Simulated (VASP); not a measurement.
Wanted: the native input for a VASP 6.6.1 run.

| Quantity | Value |
| --- | --- |
| Task | single point |
| Functional | PBEsol |
| Potentials or basis | VASP PAW PBE potentials, release 64 (Cs_sv, Pb_d, Cl) |
| Cutoff | 520 eV |
| k mesh | 6 × 6 × 6 |
| Occupations | gaussian, width 0.05 eV |
| Spin | no spin polarisation |
| Dipole correction | no |
| Further INCAR settings | ALGO = Normal; EDIFF = 1e-06; NBANDS = 30 |

The structure of CsPbCl3 lies in POSCAR:

```
CsPbCl3
1.0
    5.6815788331      0.6831223817      0.6831223817
    0.6831223817      5.6815788331      0.6831223817
    0.6831223817      0.6831223817      5.6815788331
Cs Pb Cl
1 1 3
Direct
    0.0000000000      0.0000000000      0.0000000000
    0.5000000000      0.5000000000      0.5000000000
    0.0000000000      0.5000000000      0.5000000000
    0.5000000000      0.0000000000      0.5000000000
    0.5000000000      0.5000000000      0.0000000000
```

This cell differs from its parent crystal: ratio of the length along [111] to the lengths across it x 1.41, volume and fractional coordinates fixed.

These files were run (other wordings do the same):

INCAR

```
SYSTEM = CsPbCl3
ALGO     = Normal         ! electronic algorithm
EDIFF    = 1E-6           ! SCF threshold, eV
ENCUT    = 520            ! plane-wave cutoff, eV
GGA      = PS             ! functional
ISIF     = 2              ! what is computed and relaxed
ISMEAR   = 0              ! smearing method
LASPH    = .TRUE.         ! aspherical terms in the spheres
LCHARG   = .TRUE.         ! write CHGCAR
LELF     = .TRUE.         ! ELF
LREAL    = .FALSE.        ! projectors in reciprocal space
LVHAR    = .TRUE.       
LWAVE    = .FALSE.        ! write WAVECAR
NBANDS   = 30             ! bands
NELM     = 100            ! most SCF steps
PREC     = Accurate       ! precision mode
SIGMA    = 0.05           ! smearing width, eV
```

KPOINTS

```
k-points
0
G
  6 6 6
  0 0 0
```

Potentials or basis: VASP PAW PBE potentials, release 64 (Cs_sv, Pb_d, Cl).

Launch:

```sh
$ cat potpaw_PBE.64/Cs_sv/POTCAR potpaw_PBE.64/Pb_d/POTCAR potpaw_PBE.64/Cl/POTCAR > POTCAR
$ mpirun -np 1 vasp_std > vasp.out
```

Results of the run:

- Pressure: -0.3 GPa
- Band gap on the k mesh: 1.85 eV, direct

Caveat: the PAW data sets were made with another functional, which shifts forces and pressure a little; spin-orbit coupling is left out, which moves the levels of the heavy elements.

Run time: 3.8 min on 1 thread of AMD EPYC 7R43 64-Core Processor (Zen 3), with other jobs on the host, peak memory 0.38 GiB.
